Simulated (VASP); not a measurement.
# HfC (Fm-3m) in VASP: a series of runs

Aim: see how the results for HfC move with the level of theory and the settings. Levels: r2SCAN, PBE. Tasks: single point.

Everything below comes from runs of VASP 6.6.1. Logs are shortened: lines on timing, memory, paths and dates and some standing lists are left out, and cuts for length are marked.

### 1 The cell of the first run

It takes space group Fm-3m (No. 225, cubic). Conventional cell: a = 4.681 Å, b = 4.681 Å, c = 4.681 Å, α = 90.00°, β = 90.00°, γ = 90.00°. Hf (site symmetry m-3m) has 6 C at 2.34 Å within 3.1 Å. C (site symmetry m-3m) has 6 Hf at 2.34 Å within 3.1 Å.

### 2 Single point, r2SCAN

File POSCAR:

```
HfC
1.0
    0.0000000000      2.3403977997      2.3403977997
    2.3403977997      0.0000000000      2.3403977997
    2.3403977997      2.3403977997      0.0000000000
Hf C
1 1
Direct
    0.5000000000      0.5000000000      0.5000000000
    0.0000000000      0.0000000000      0.0000000000
```

File INCAR.step1:

```
SYSTEM = HfC
PREC = Accurate
ENCUT = 520
ISMEAR = -1
SIGMA = 0.05
LREAL = .FALSE.
LASPH = .TRUE.
NELM = 100
NBANDS = 14
GGA = PE
ALGO = Normal
EDIFF = 1E-4
LWAVE = .TRUE.
LCHARG = .FALSE.
```

File INCAR.step2:

```
SYSTEM = HfC
PREC = Accurate
ENCUT = 520
EDIFF = 1E-7
ISMEAR = -1
SIGMA = 0.05
LREAL = .FALSE.
LASPH = .TRUE.
NELM = 100
ALGO = Normal
ISIF = 2
LWAVE = .FALSE.
LCHARG = .FALSE.
METAGGA = R2SCAN
LMIXTAU = .TRUE.
NBANDS = 14
ISTART = 1
```

File KPOINTS:

```
regular mesh
0
G
  10 10 10
  0 0 0
```

Potentials or basis: VASP PAW PBE potentials, release 64 (Hf_pv, C).

Run with:

```bash
> cat potpaw_PBE.64/Hf_pv/POTCAR potpaw_PBE.64/C/POTCAR > POTCAR
> cp INCAR.step1 INCAR
> mpirun -np 1 vasp_std > vasp.out
> cp INCAR.step2 INCAR
> mpirun -np 1 vasp_std > vasp.out
```

OUTCAR:

```text
SYSTEM = HfC
   PREC = Accurate
   ENCUT = 520
   EDIFF = 1E-7
   ISMEAR = -1
   LREAL = .FALSE.
   LASPH = .TRUE.
   NELM = 100
   ISIF = 2
   METAGGA = R2SCAN
   ISTART = 1

 ion  position               nearest neighbor table
   1  0.500  0.500  0.500-   2 2.34   2 2.34   2 2.34   2 2.34   2 2.34   2 2.34
   2  0.000  0.000  0.000-   1 2.34   1 2.34   1 2.34   1 2.34   1 2.34   1 2.34

  LATTYP: Found a face centered cubic cell.
 ALAT       =     4.6807955994

  Lattice vectors:

 A1 = (   0.0000000000,   2.3403977997,   2.3403977997)
 A2 = (   2.3403977997,   0.0000000000,   2.3403977997)
 A3 = (   2.3403977997,   2.3403977997,   0.0000000000)

Analysis of symmetry for initial positions (statically):
=====================================================================
 Subroutine PRICEL returns:
 Original cell was already a primitive cell.

 Routine SETGRP: Setting up the symmetry group for a
 face centered cubic supercell.

 Subroutine GETGRP returns: Found 48 space group operations
 (whereof 48 operations were pure point group operations)
 out of a pool of 48 trial point group operations.

The static configuration has the point symmetry O_h .

Analysis of symmetry for dynamics (positions and initial velocities):
=====================================================================
 Subroutine PRICEL returns:
 Original cell was already a primitive cell.

 Routine SETGRP: Setting up the symmetry group for a
 face centered cubic supercell.

 Subroutine GETGRP returns: Found 48 space group operations
 (whereof 48 operations were pure point group operations)
 out of a pool of 48 trial point group operations.

The dynamic configuration has the point symmetry O_h .

 Subroutine INISYM returns: Found 48 space group operations
 (whereof 48 operations are pure point group operations),
 and found     1 'primitive' translations

----------------------------------------------------------------------------------------

                                     Primitive cell

  volume of cell :      25.6389

  direct lattice vectors                    reciprocal lattice vectors
     0.000000000  2.340397800  2.340397800    -0.213638895  0.213638895  0.213638895
     2.340397800  0.000000000  2.340397800     0.213638895 -0.213638895  0.213638895
     2.340397800  2.340397800  0.000000000     0.213638895  0.213638895 -0.213638895

  length of vectors
     3.309822310  3.309822310  3.309822310     0.370033421  0.370033421  0.370033421

  position of ions in fractional coordinates (direct lattice)
     0.500000000  0.500000000  0.500000000
     0.000000000  0.000000000  0.000000000

  ion indices of the primitive-cell ions
   primitive index   ion index
                 1           1
                 2           2

----------------------------------------------------------------------------------------

 KPOINTS: regular mesh

Automatic generation of k-mesh.
 Grid dimensions read from file:
 generate k-points for:   10   10   10

 Generating k-lattice:

  Cartesian coordinates                     Fractional coordinates (reciprocal lattice)
    -0.021363890  0.021363890  0.021363890     0.100000000  0.000000000  0.000000000
     0.021363890 -0.021363890  0.021363890     0.000000000  0.100000000  0.000000000
     0.021363890  0.021363890 -0.021363890     0.000000000  0.000000000  0.100000000

  Length of vectors
     0.037003342  0.037003342  0.037003342

  Shift w.r.t. Gamma in fractional coordinates (k-lattice)
     0.000000000  0.000000000  0.000000000

 Subroutine IBZKPT returns following result:
 ===========================================

 Found     47 irreducible k-points:

 Following reciprocal coordinates:
            Coordinates               Weight
  0.000000  0.000000  0.000000      1.000000
  0.100000  0.000000  0.000000      8.000000
  0.200000  0.000000  0.000000      8.000000
  0.300000  0.000000  0.000000      8.000000
  0.400000  0.000000  0.000000      8.000000
  0.500000  0.000000  0.000000      4.000000
[... 16 lines left out ...]
  0.300000  0.300000  0.000000      6.000000
  0.400000  0.300000  0.000000     24.000000
 [... further k-points ...]
   k-points           NKPTS =     47   k-points in BZ     NKDIM =     47   number of bands    NBANDS=     14
   number of dos      NEDOS =    301   number of ions     NIONS =      2
   total plane-waves  NPLWV =  21952
   dimension x,y,z NGX =    28 NGY =   28 NGZ =   28
   dimension x,y,z NGXF=    56 NGYF=   56 NGZF=   56
   ions per type =               1   1
   NGX,Y,Z   is equivalent  to a cutoff of  14.06, 14.06, 14.06 a.u.
   NGXF,Y,Z  is equivalent  to a cutoff of  28.13, 28.13, 28.13 a.u.
 SYSTEM =  HfC
   PREC   = accura    normal or accurate (medium, high low for compatibility)
   ISTART =      1    job   : 0-new  1-cont  2-samecut
   ICHARG =      0    charge: 1-file 2-atom 10-const
   ISPIN  =      1    spin polarized calculation?
   LNONCOLLINEAR =      F non collinear calculations
   LSORBIT =      F    spin-orbit coupling
   LASPH  =      T    aspherical Exc in radial PAW
   ENCUT  =  520.0 eV  38.22 Ry    6.18 a.u.   6.15  6.15  6.15*2*pi/ulx,y,z
   NELM   =    100;   NELMIN=  2; NELMDL=  0     # of ELM steps
   EDIFF  = 0.1E-06   stopping-criterion for ELM
   LREAL  =      F    real-space projection
   EDIFFG = 0.1E-05   stopping-criterion for IOM
   NSW    =      0    number of steps for IOM
   IBRION =     -1    ionic relax: 0-MD 1-quasi-New 2-CG
   NFREE  =      0    steps in history (QN), initial steepest desc. (CG)
   ISIF   =      2    stress and relaxation
   ISYM   =      2    0-nonsym 1-usesym 2-fastsym
   POTIM  = 0.5000    time-step for ionic-motion
   TEBEG  =    0.0;   TEEND  =   0.0 temperature during run
   PSTRESS=    0.0 pullay stress
   NELECT =      14.0000    total number of electrons
   NUPDOWN=      -1.0000    fix difference up-down
   EMIN   =  10.00;   EMAX   =-10.00  energy-range for DOS
   EFERMI =   0.00;   METHOD = LEGACY
   ISMEAR =    -1;   SIGMA  =   0.05  broadening in eV -4-tet -1-fermi 0-gaus
   EFERMI_NEDOS =   21; number of points for ismear=-14 and -15
   IALGO  =     38    algorithm
   IMIX   =      4    mixing-type and parameters
     AMIX     =   0.40;   BMIX     =  1.00
     AMIX_MAG =   1.60;   BMIX_MAG =  1.00
  volume/ion in A,a.u.               =      12.82        86.51
  Fermi-wavevector in a.u.,A,eV,Ry     =   1.338087  2.528619 24.360932  1.790478
  Thomas-Fermi vector in A             =   2.466585
   LORBIT       =      0    0 simple, 1 ext, 2 COOP (PROOUT), +10 PAW based schemes
   METAGGA = R2SCAN    functional components
   LHFCALC =     F    Hartree Fock is set to
   AEXX    =    0.0000 exact exchange contribution
   IVDW    =     0    specifies the selected vdW correction
   LEPSILON=     F    determine dielectric tensor
   LRPA    =     F    only Hartree local field effects (RPA)
 non-spin polarized calculation
  energy-cutoff  :      520.00
  volume of cell :       25.64
 maximum number of plane-waves:       701
 NGX is ok and might be reduce to    28
   NGX = 13   NGY = 13   NGZ = 13

 number of electron      14.0000001 magnetization

 Free energy of the ion-electron system (eV)
  ---------------------------------------------------
  ext. energy  EPLUGINS =         0.00000000
  ---------------------------------------------------
  free energy    TOTEN  =       -57.32437845 eV

  energy without entropy =      -57.32228788  energy(sigma->0) =      -57.32333316

 E-fermi :   5.8210     XC(G=0): -12.9923

 val. band max:        5.7543495813   @ k =   0.1000   0.0000   0.0000
 cond. band min:       5.9298390255   @ k =   0.1000   0.1000   0.0000
 fundamental gap:      0.1754894442
 Fermi energy:         5.8209968067

 k-point     1 :       0.0000    0.0000    0.0000
  band No.  band energies     occupation
      1     -25.1110      2.00000
      2     -25.1110      2.00000
      3     -25.1110      2.00000
      4      -7.1847      2.00000
      5       6.7430      0.00000
      6       6.7430      0.00000
      7       6.7430      0.00000
      8       7.3688      0.00000
      9       7.3688      0.00000
     10       7.3689      0.00000
     11       9.2209      0.00000
     12       9.2209      0.00000
     13      12.9715      0.00000
     14      17.4531      0.00000

 k-point     2 :       0.1000    0.0000    0.0000
  band No.  band energies     occupation
      1     -25.1754      2.00000
      2     -25.1170      2.00000
      3     -25.1170      2.00000
      4      -6.9387      2.00000
      5       5.3985      1.99957
      6       5.7543      1.58269
      7       5.7543      1.58265
      8       7.7604      0.00000
      9       7.7604      0.00000
     10       8.0981      0.00000
     11      10.3446      0.00000
     12      10.3446      0.00000
     13      13.5484      0.00000
     14      18.1349      0.00000

 k-point     3 :       0.2000    0.0000    0.0000
  band No.  band energies     occupation
      1     -25.3401      2.00000
      2     -25.1326      2.00000
      3     -25.1326      2.00000
      4      -6.2492      2.00000
      5       3.5479      2.00000
      6       4.4793      2.00000
      7       4.4793      2.00000
      8       8.5075      0.00000
      9       8.5075      0.00000
     10       8.6686      0.00000
     11      12.3839      0.00000
     12      12.3839      0.00000
     13      14.7552      0.00000
     14      18.3659      0.00000
[... 324 lines left out ...]
 k-point    23 :       0.3000    0.3000    0.0000
  band No.  band energies     occupation
      1     -25.4891      2.00000
      2     -25.2527      2.00000
      3     -25.2527      2.00000
      4      -5.4076      2.00000
      5       1.7971      2.00000
      6       5.0349      2.00000
      7       5.2839      1.99996
      8       5.2839      1.99996
      9      10.3570      0.00000
     10      11.9819      0.00000
     11      11.9819      0.00000
     12      13.3935      0.00000
     13      18.3618      0.00000
     14      18.6290      0.00000

 k-point    24 :       0.4000    0.3000    0.0000
  band No.  band energies     occupation
      1     -25.5675      2.00000
      2     -25.2944      2.00000
      3     -25.2753      2.00000
      4      -5.1440      2.00000
      5       1.8633      2.00000
      6       4.0015      2.00000
      7       4.9568      2.00000
      8       6.0464      0.02178
      9      11.1799      0.00000
     10      12.3439      0.00000
     11      12.4625      0.00000
     12      14.3038      0.00000
     13      17.6897      0.00000
     14      18.3698      0.00000

 [... further k-points ...]

------------------------ aborting loop because EDIFF is reached ----------------------------------------

  FORCE on cell =-STRESS in cart. coord.  units (eV):
  Direction    XX          YY          ZZ          XY          YZ          ZX
  --------------------------------------------------------------------------------------
  -------------------------------------------------------------------------------------
  Total       -1.1354491     -1.1354491     -1.1354491      0.0000000      0.0000000     -0.0000000
  in kB      -70.9543832    -70.9543832    -70.9543832      0.0000000      0.0000000     -0.0000000
  external PRESSURE =     -70.9543832 kB  Pullay stress =       0.0000000 kB

 VOLUME and BASIS-vectors are now :
 -----------------------------------------------------------------------------
  energy-cutoff  :      520.00
  volume of cell :       25.64
      direct lattice vectors                 reciprocal lattice vectors
     0.000000000  2.340397800  2.340397800    -0.213638895  0.213638895  0.213638895
     2.340397800  0.000000000  2.340397800     0.213638895 -0.213638895  0.213638895
     2.340397800  2.340397800  0.000000000     0.213638895  0.213638895 -0.213638895

 POSITION                                       TOTAL-FORCE (eV/Angst)
 -----------------------------------------------------------------------------------
      2.34040      2.34040      2.34040        -0.000000      0.000000     -0.000000
      0.00000      0.00000      0.00000         0.000000     -0.000000      0.000000
 -----------------------------------------------------------------------------------
    total drift:                                0.000000      0.000000      0.000000

  FREE ENERGIE OF THE ION-ELECTRON SYSTEM (eV)
  ---------------------------------------------------
  free  energy   TOTEN  =       -57.3243784471 eV

  energy  without entropy=      -57.3222878766  energy(sigma->0) =      -57.32333316
```

Run time: 89 s. Hardware: 1 thread of Intel Xeon Platinum 8259CL at 2.50GHz (Skylake/Cascade Lake), shared host; peak memory 0.17 GiB.

What came out:

* Free energy: -57.3244 eV
* Pressure: -7.1 GPa
* Band gap on the k mesh: zero (band 7 reaches 6.74 eV, above the bottom of band 8 at 5.28 eV)

Caveat: the PAW data sets were made with another functional, which shifts forces and pressure a little; spin-orbit coupling is left out, which moves the levels of the heavy elements.

[end of part 1 of 2]
